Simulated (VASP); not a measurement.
# PrB (F-43m) in VASP: further runs

PrB is run at these levels: PBE; tasks: single point, relaxation of cell and atoms.

Program: VASP 6.6.1. These are calculated values, not measurements. Logs are shortened: lines on timing, memory, paths and dates and some standing lists are left out, and cuts for length are marked.

**1. The cell of the first run**

The structure is cubic, space group F-43m (No. 216). The conventional cell has a = 5.564 Å, b = 5.564 Å, c = 5.564 Å, α = 90.00°, β = 90.00°, γ = 90.00°. Within 3.2 Å of Pr (site symmetry -43m) lie 4 B at 2.41 Å. B (site symmetry -43m) has 4 Pr at 2.41 Å within 3.2 Å.

The cell was built from a structure type or drawn by symmetry, and may not be a known phase.

**2. Single point, PBE**

INCAR

```
ALGO = Normal
EDIFF = 1E-6
ENCUT = 600
GGA = PE
GGA_COMPAT = False
ISIF = 2
ISMEAR = 0
LASPH = True
LCHARG = True
LELF = True
LMAXMIX = 6
LREAL = False
LVHAR = True
LWAVE = False
NBANDS = 15
NELM = 200
PREC = Accurate
SIGMA = 0.1
```

KPOINTS

```
k-points
0
Gamma
  6 6 6
```

POSCAR

```
PrB
1.0
    0.0000000000      2.7820904700      2.7820904700
    2.7820904700      0.0000000000      2.7820904700
    2.7820904700      2.7820904700      0.0000000000
Pr B
1 1
Direct
    0.2500000000      0.2500000000      0.2500000000
    0.0000000000      0.0000000000      0.0000000000
```

Potentials or basis: VASP PAW PBE potentials, release 64 (Pr, B).

The run is started by

```console
cat potpaw_PBE.64/Pr/POTCAR potpaw_PBE.64/B/POTCAR > POTCAR
mpirun -np 1 vasp_std > vasp.out
```

OUTCAR:

```text
EDIFF = 1E-6
   ENCUT = 600
   GGA = PE
   ISIF = 2
   ISMEAR = 0
   LASPH = True
   LREAL = False
   NELM = 200
   PREC = Accurate

 ion  position               nearest neighbor table
   1  0.250  0.250  0.250-   2 2.41   2 2.41   2 2.41   2 2.41
   2  0.000  0.000  0.000-   1 2.41   1 2.41   1 2.41   1 2.41

  LATTYP: Found a face centered cubic cell.
 ALAT       =     5.5641809400

  Lattice vectors:

 A1 = (   0.0000000000,   2.7820904700,   2.7820904700)
 A2 = (   2.7820904700,   0.0000000000,   2.7820904700)
 A3 = (   2.7820904700,   2.7820904700,   0.0000000000)

Analysis of symmetry for initial positions (statically):
=====================================================================
 Subroutine PRICEL returns:
 Original cell was already a primitive cell.

 Routine SETGRP: Setting up the symmetry group for a
 face centered cubic supercell.

 Subroutine GETGRP returns: Found 24 space group operations
 (whereof 24 operations were pure point group operations)
 out of a pool of 48 trial point group operations.

The static configuration has the point symmetry T_d .

Analysis of symmetry for dynamics (positions and initial velocities):
=====================================================================
 Subroutine PRICEL returns:
 Original cell was already a primitive cell.

 Routine SETGRP: Setting up the symmetry group for a
 face centered cubic supercell.

 Subroutine GETGRP returns: Found 24 space group operations
 (whereof 24 operations were pure point group operations)
 out of a pool of 48 trial point group operations.

The dynamic configuration has the point symmetry T_d .

 Subroutine INISYM returns: Found 24 space group operations
 (whereof 24 operations are pure point group operations),
 and found     1 'primitive' translations

----------------------------------------------------------------------------------------

                                     Primitive cell

  volume of cell :      43.0669

  direct lattice vectors                    reciprocal lattice vectors
     0.000000000  2.782090470  2.782090470    -0.179720971  0.179720971  0.179720971
     2.782090470  0.000000000  2.782090470     0.179720971 -0.179720971  0.179720971
     2.782090470  2.782090470  0.000000000     0.179720971  0.179720971 -0.179720971

  length of vectors
     3.934470074  3.934470074  3.934470074     0.311285853  0.311285853  0.311285853

  position of ions in fractional coordinates (direct lattice)
     0.250000000  0.250000000  0.250000000
     0.000000000  0.000000000  0.000000000

  ion indices of the primitive-cell ions
   primitive index   ion index
                 1           1
                 2           2

----------------------------------------------------------------------------------------

 KPOINTS: k-points

Automatic generation of k-mesh.
 Grid dimensions read from file:
 generate k-points for:    6    6    6

 Generating k-lattice:

  Cartesian coordinates                     Fractional coordinates (reciprocal lattice)
    -0.029953495  0.029953495  0.029953495     0.166666667  0.000000000  0.000000000
     0.029953495 -0.029953495  0.029953495     0.000000000  0.166666667  0.000000000
     0.029953495  0.029953495 -0.029953495     0.000000000  0.000000000  0.166666667

  Length of vectors
     0.051880975  0.051880975  0.051880975

  Shift w.r.t. Gamma in fractional coordinates (k-lattice)
     0.000000000  0.000000000  0.000000000

 Subroutine IBZKPT returns following result:
 ===========================================

 Found     16 irreducible k-points:

 Following reciprocal coordinates:
            Coordinates               Weight
  0.000000  0.000000  0.000000      1.000000
  0.166667  0.000000  0.000000      8.000000
  0.333333  0.000000  0.000000      8.000000
  0.500000  0.000000  0.000000      4.000000
  0.166667  0.166667  0.000000      6.000000
  0.333333  0.166667  0.000000     24.000000
[... 8 lines left out ...]
 -0.333333  0.333333  0.166667     24.000000
 -0.333333  0.500000  0.166667     12.000000
   k-points           NKPTS =     16   k-points in BZ     NKDIM =     16   number of bands    NBANDS=     15
   number of dos      NEDOS =    301   number of ions     NIONS =      2
   total plane-waves  NPLWV =  32768
   dimension x,y,z NGX =    32 NGY =   32 NGZ =   32
   dimension x,y,z NGXF=    64 NGYF=   64 NGZF=   64
   ions per type =               1   1
   NGX,Y,Z   is equivalent  to a cutoff of  13.52, 13.52, 13.52 a.u.
   NGXF,Y,Z  is equivalent  to a cutoff of  27.04, 27.04, 27.04 a.u.
 SYSTEM =  unknown system
   PREC   = accura    normal or accurate (medium, high low for compatibility)
   ISTART =      0    job   : 0-new  1-cont  2-samecut
   ICHARG =      2    charge: 1-file 2-atom 10-const
   ISPIN  =      1    spin polarized calculation?
   LNONCOLLINEAR =      F non collinear calculations
   LSORBIT =      F    spin-orbit coupling
   LASPH  =      T    aspherical Exc in radial PAW
   ENCUT  =  600.0 eV  44.10 Ry    6.64 a.u.   7.86  7.86  7.86*2*pi/ulx,y,z
   NELM   =    200;   NELMIN=  2; NELMDL= -5     # of ELM steps
   EDIFF  = 0.1E-05   stopping-criterion for ELM
   LREAL  =      F    real-space projection
   EDIFFG = 0.1E-04   stopping-criterion for IOM
   NSW    =      0    number of steps for IOM
   IBRION =     -1    ionic relax: 0-MD 1-quasi-New 2-CG
   NFREE  =      0    steps in history (QN), initial steepest desc. (CG)
   ISIF   =      2    stress and relaxation
   ISYM   =      2    0-nonsym 1-usesym 2-fastsym
   POTIM  = 0.5000    time-step for ionic-motion
   TEBEG  =    0.0;   TEEND  =   0.0 temperature during run
   PSTRESS=    0.0 pullay stress
   NELECT =      16.0000    total number of electrons
   NUPDOWN=      -1.0000    fix difference up-down
   EMIN   =  10.00;   EMAX   =-10.00  energy-range for DOS
   EFERMI =   0.00;   METHOD = LEGACY
   ISMEAR =     0;   SIGMA  =   0.10  broadening in eV -4-tet -1-fermi 0-gaus
   EFERMI_NEDOS =   21; number of points for ismear=-14 and -15
   IALGO  =     38    algorithm
   IMIX   =      4    mixing-type and parameters
     AMIX     =   0.40;   BMIX     =  1.00
     AMIX_MAG =   1.60;   BMIX_MAG =  1.00
  volume/ion in A,a.u.               =      21.53       145.31
  Fermi-wavevector in a.u.,A,eV,Ry     =   1.176884  2.223988 18.844823  1.385055
  Thomas-Fermi vector in A             =   2.313240
   LORBIT       =      0    0 simple, 1 ext, 2 COOP (PROOUT), +10 PAW based schemes
   GGA     = PE    functional components
   LHFCALC =     F    Hartree Fock is set to
   AEXX    =    0.0000 exact exchange contribution
   IVDW    =     0    specifies the selected vdW correction
   LEPSILON=     F    determine dielectric tensor
   LRPA    =     F    only Hartree local field effects (RPA)
 non-spin polarized calculation
 Gauss-broadening in eV      SIGMA  =   0.10
  energy-cutoff  :      600.00
  volume of cell :       43.07
 maximum number of plane-waves:      1459
   NGX = 15   NGY = 15   NGZ = 15

 number of electron      15.9999997 magnetization

 Free energy of the ion-electron system (eV)
  ---------------------------------------------------
  ext. energy  EPLUGINS =         0.00000000
  ---------------------------------------------------
  free energy    TOTEN  =       -10.40785758 eV

  energy without entropy =      -10.40074438  energy(sigma->0) =      -10.40430098

 E-fermi :   4.7896     XC(G=0):  -9.9954

 val. band max:        4.7573736648   @ k =   0.0000   0.0000   0.0000
 cond. band min:       4.8676010643   @ k =   0.1667   0.0000   0.0000
 fundamental gap:      0.1102273995
 Fermi energy:         4.7896093384

 k-point     1 :       0.0000    0.0000    0.0000
  band No.  band energies     occupation
      1     -30.4637      2.00000
      2     -12.1678      2.00000
      3     -12.1678      2.00000
      4     -12.1678      2.00000
      5      -1.3292      2.00000
      6       3.6114      2.00000
      7       3.6114      2.00000
      8       3.6114      2.00000
      9       4.7574      1.35152
     10       5.1844      0.00000
     11       5.1844      0.00000
     12       5.1844      0.00000
     13       5.2109      0.00000
     14       5.2109      0.00000
     15       5.2109      0.00000

 k-point     2 :       0.1667    0.0000    0.0000
  band No.  band energies     occupation
      1     -30.4447      2.00000
      2     -12.4023      2.00000
      3     -12.1990      2.00000
      4     -12.1990      2.00000
      5      -0.8829      2.00000
      6       3.4631      2.00000
      7       3.7631      2.00000
      8       3.7631      2.00000
      9       4.8676      0.27004
     10       5.0943      0.00002
     11       5.0943      0.00002
     12       5.1863      0.00000
     13       5.1915      0.00000
     14       5.3805      0.00000
     15       5.3805      0.00000

 k-point     3 :       0.3333    0.0000    0.0000
  band No.  band energies     occupation
      1     -30.4065      2.00000
      2     -12.8325      2.00000
      3     -12.2603      2.00000
      4     -12.2603      2.00000
      5      -0.2207      2.00000
      6       3.9295      2.00000
      7       4.0095      2.00000
      8       4.0095      2.00000
      9       4.9373      0.03672
     10       5.0680      0.00008
     11       5.0680      0.00008
     12       5.1623      0.00000
     13       5.1900      0.00000
     14       5.4206      0.00000
     15       5.4206      0.00000
[... 199 lines left out ...]
 k-point    15 :      -0.3333    0.3333    0.1667
  band No.  band energies     occupation
      1     -30.3682      2.00000
      2     -12.8685      2.00000
      3     -12.6189      2.00000
      4     -12.4155      2.00000
      5       0.5736      2.00000
      6       3.7716      2.00000
      7       4.0065      2.00000
      8       4.6006      1.99249
      9       4.9871      0.00523
     10       5.0656      0.00010
     11       5.1111      0.00001
     12       5.1313      0.00000
     13       5.2495      0.00000
     14       5.5114      0.00000
     15       6.6196      0.00000

 k-point    16 :      -0.3333    0.5000    0.1667
  band No.  band energies     occupation
      1     -30.3619      2.00000
      2     -12.8882      2.00000
      3     -12.6028      2.00000
      4     -12.4941      2.00000
      5       0.6604      2.00000
      6       3.1022      2.00000
      7       4.4238      2.00000
      8       4.6735      1.89938
      9       4.9674      0.01193
     10       5.0876      0.00003
     11       5.1029      0.00001
     12       5.1366      0.00000
     13       5.2039      0.00000
     14       6.1697      0.00000
     15       6.5122      0.00000

------------------------ aborting loop because EDIFF is reached ----------------------------------------

  FORCE on cell =-STRESS in cart. coord.  units (eV):
  Direction    XX          YY          ZZ          XY          YZ          ZX
  --------------------------------------------------------------------------------------
  -------------------------------------------------------------------------------------
  Total        1.0063547      1.0063547      1.0063547      0.0000000      0.0000000     -0.0000000
  in kB       37.4384535     37.4384535     37.4384535      0.0000000      0.0000000     -0.0000000
  external PRESSURE =      37.4384535 kB  Pullay stress =       0.0000000 kB

 VOLUME and BASIS-vectors are now :
 -----------------------------------------------------------------------------
  energy-cutoff  :      600.00
  volume of cell :       43.07
      direct lattice vectors                 reciprocal lattice vectors
     0.000000000  2.782090470  2.782090470    -0.179720971  0.179720971  0.179720971
     2.782090470  0.000000000  2.782090470     0.179720971 -0.179720971  0.179720971
     2.782090470  2.782090470  0.000000000     0.179720971  0.179720971 -0.179720971

 POSITION                                       TOTAL-FORCE (eV/Angst)
 -----------------------------------------------------------------------------------
      1.39105      1.39105      1.39105         0.000000      0.000000      0.000000
      0.00000      0.00000      0.00000        -0.000000     -0.000000     -0.000000
 -----------------------------------------------------------------------------------
    total drift:                                0.000000      0.000000      0.000000

  FREE ENERGIE OF THE ION-ELECTRON SYSTEM (eV)
  ---------------------------------------------------
  free  energy   TOTEN  =       -10.4078575830 eV

  energy  without entropy=      -10.4007443796  energy(sigma->0) =      -10.40430098
```

It took 15 s on 1 thread of Intel Xeon 6975P-C (Granite Rapids), shared host; peak memory 0.18 GiB.

What came out:

* Free energy: -10.4079 eV
* Pressure: 3.7 GPa

Caveat: the cell stands under pressure; spin-orbit coupling is left out, which moves the levels of the heavy elements; semilocal functionals describe open f shells poorly, which spoils levels, moments and volumes. Spin polarisation is off, so any magnetic state and its effect on volume and gap are missing.

**3. Single point, PBE**

This run uses another cell than the first one, of 26.71 Å³/atom.

INCAR

```
SYSTEM = PrB
ALGO = Normal ; EDIFF = 1E-6
ENCUT = 600 ; GGA = PE
GGA_COMPAT = .FALSE. ; ISIF = 2
ISMEAR = 0 ; LASPH = .TRUE.
LCHARG = .FALSE. ; LMAXMIX = 6
LREAL = .FALSE. ; LWAVE = .FALSE.
NBANDS = 15 ; NELM = 200
PREC = Accurate ; SIGMA = 0.1
```

KPOINTS

```
k-points
0
G
  6 6 6
  0 0 0
```

POSCAR

```
PrB
1.0
    0.0000000000      2.9891839578      2.9891839578
    2.9891839578      0.0000000000      2.9891839578
    2.9891839578      2.9891839578      0.0000000000
Pr B
1 1
Direct
    0.2500000000      0.2500000000      0.2500000000
    0.0000000000      0.0000000000      0.0000000000
```

Potentials or basis: VASP PAW PBE potentials, release 64 (Pr, B).

The run is started by

```console
cat potpaw_PBE.64/Pr/POTCAR potpaw_PBE.64/B/POTCAR > POTCAR
mpirun -np 1 vasp_std > vasp.out
```

Run time: 17 s. Hardware: 1 thread of Intel Xeon 6975P-C (Granite Rapids), shared host; peak memory 0.21 GiB.

It converged, with:

- Free energy: -10.2552 eV
- Pressure: -6.6 GPa

Levels at points of the mesh, in eV from the Fermi level:
| k point | band 5 | band 6 | band 7 | band 8 | band 9 | band 10 | band 11 | band 12 |
| --- | --- | --- | --- | --- | --- | --- | --- | --- |
| (0.00, 0.00, 0.00) | -5.92 | -0.79 | -0.79 | -0.79 | 0.04 | 0.27 | 0.27 | 0.27 |
| (0.50, 0.00, 0.00) | -4.83 | -0.44 | -0.43 | -0.43 | 0.14 | 0.23 | 0.23 | 0.27 |
| (0.50, 0.50, 0.00) | -4.41 | -1.82 | -0.07 | -0.07 | 0.12 | 0.25 | 0.26 | 0.26 |

Caveat: the cell stands under tension; spin-orbit coupling is left out, which moves the levels of the heavy elements; semilocal functionals describe open f shells poorly, which spoils levels, moments and volumes.

(Continued in part 2 of 2.)
